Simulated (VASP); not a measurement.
Here is a VASP 6.6.1 calculation.

Contents of POSCAR:

```
HfO2
1.0
    0.0000000000      2.5575000000      2.5575000000
    2.4615937500      0.0000000000      2.5575000000
    2.4615937500      2.5575000000      0.0000000000
Hf O
1 2
Direct
    0.0000000000      0.0000000000      0.0000000000
    0.2500000000      0.2500000000      0.2500000000
    0.7500000000      0.7500000000      0.7500000000
```

Contents of INCAR.step1:

```
SYSTEM = HfO2
PREC     = Accurate       ! precision mode
ENCUT    = 520            ! plane-wave cutoff, eV
ISMEAR   = 0              ! smearing method
SIGMA    = 0.05           ! smearing width, eV
LREAL    = .FALSE.        ! projectors in reciprocal space
LASPH    = .TRUE.         ! aspherical terms in the spheres
NELM     = 80             ! most SCF steps
NBANDS   = 18             ! bands
GGA      = PE             ! functional
ALGO     = Normal         ! electronic algorithm
EDIFF    = 1E-4           ! SCF threshold, eV
LWAVE    = .TRUE.         ! write WAVECAR
LCHARG   = .FALSE.        ! write CHGCAR
```

INCAR.step2

```
SYSTEM = HfO2
PREC     = Accurate       ! precision mode
ENCUT    = 520            ! plane-wave cutoff, eV
EDIFF    = 1E-6           ! SCF threshold, eV
ISMEAR   = 0              ! smearing method
SIGMA    = 0.05           ! smearing width, eV
LREAL    = .FALSE.        ! projectors in reciprocal space
LASPH    = .TRUE.         ! aspherical terms in the spheres
NELM     = 80             ! most SCF steps
ALGO     = Normal         ! electronic algorithm
ISIF     = 2              ! what is computed and relaxed
LWAVE    = .FALSE.        ! write WAVECAR
LCHARG   = .TRUE.         ! write CHGCAR
METAGGA  = R2SCAN         ! meta-GGA
LMIXTAU  = .TRUE.       
LELF     = .TRUE.         ! ELF
LVHAR    = .TRUE.       
NBANDS   = 18             ! bands
ISTART   = 1
```

KPOINTS

```
Automatic mesh
0
G
  8 8 8
  0 0 0
```

Potentials or basis: VASP PAW PBE potentials, release 64 (Hf_pv, O).

Run with:

```console
$ cat potpaw_PBE.64/Hf_pv/POTCAR potpaw_PBE.64/O/POTCAR > POTCAR
$ cp INCAR.step1 INCAR
$ mpirun -np 1 vasp_std > vasp.out
$ cp INCAR.step2 INCAR
$ mpirun -np 1 vasp_std > vasp.out
```

Question: Predict the band gap on the k mesh.

Answer: 3.92 eV, indirect (least direct gap 4.00 eV).

Question: Estimate the pressure.

Answer: -2.6 GPa.

Stress tensor (GPa, compression positive):
```
10.19  0.00  0.00
 0.00 -9.02  0.00
 0.00  0.00 -9.02
```

Caveat: the cell differs from its parent crystal (strain -0.0375 x Voigt [1, 0, 0, 0, 0, 0]); the PAW data sets were made with another functional, which shifts forces and pressure a little; spin-orbit coupling is left out, which moves the levels of the heavy elements. A k mesh can miss the band edges.
